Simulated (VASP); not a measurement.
Here is a VASP 6.6.1 calculation.

INCAR

```
SYSTEM = ZrSiW
PREC     = Accurate       ! precision mode
ENCUT    = 520            ! plane-wave cutoff, eV
EDIFF    = 1E-8           ! SCF threshold, eV
ISMEAR   = -1             ! smearing method
SIGMA    = 0.15           ! smearing width, eV
LREAL    = .False.        ! projectors in reciprocal space
LASPH    = .True.         ! aspherical terms in the spheres
NELM     = 100            ! most SCF steps
ALGO     = Normal         ! electronic algorithm
ISIF     = 2              ! what is computed and relaxed
LWAVE    = .False.        ! write WAVECAR
LCHARG   = .False.        ! write CHGCAR
GGA      = PE             ! functional
LEFG     = .True.       
NBANDS   = 22             ! bands
```

The input KPOINTS:

```
Automatic mesh
0
Gamma
  18 18 18
  0 0 0
```

POSCAR

```
ZrSiW
1.0
   -1.6750048188      1.6750048188      4.6068706875
    1.6750048188     -1.6750048188      4.6068706875
    1.6750048188      1.6750048188     -4.6068706875
Zr Si W
1 1 1
Direct
    0.3332116171      0.3332116171      0.0000000000
    0.6449058695      0.6449058695      0.0000000000
    0.0218825134      0.0218825134      0.0000000000
```

Potentials or basis: VASP PAW PBE potentials, release 64 (Zr_sv, Si, W_sv).

Run with:

```sh
$ cat potpaw_PBE.64/Zr_sv/POTCAR potpaw_PBE.64/Si/POTCAR potpaw_PBE.64/W_sv/POTCAR > POTCAR
$ mpirun -np 1 vasp_std > vasp.out
```

Question: Predict the pressure.

Answer: 0.1 GPa.

Question: What does it give for the band gap on the k mesh?

Answer: Zero (band 15 reaches 10.85 eV, above the bottom of band 16 at 9.52 eV).

Electric field gradients, principal values (V/Å²):
```csv
atom,least,middle,greatest (by size)
1 Zr,47.073,47.073,-94.146
2 Si,-3.348,-3.348,6.696
3 W,-3.151,-3.152,6.303
```

Caveat: without QUAD_EFG the Cq values of the log hold for a quadrupole moment of 1 mb, not for the nuclei; spin-orbit coupling is left out, which moves the levels of the heavy elements.
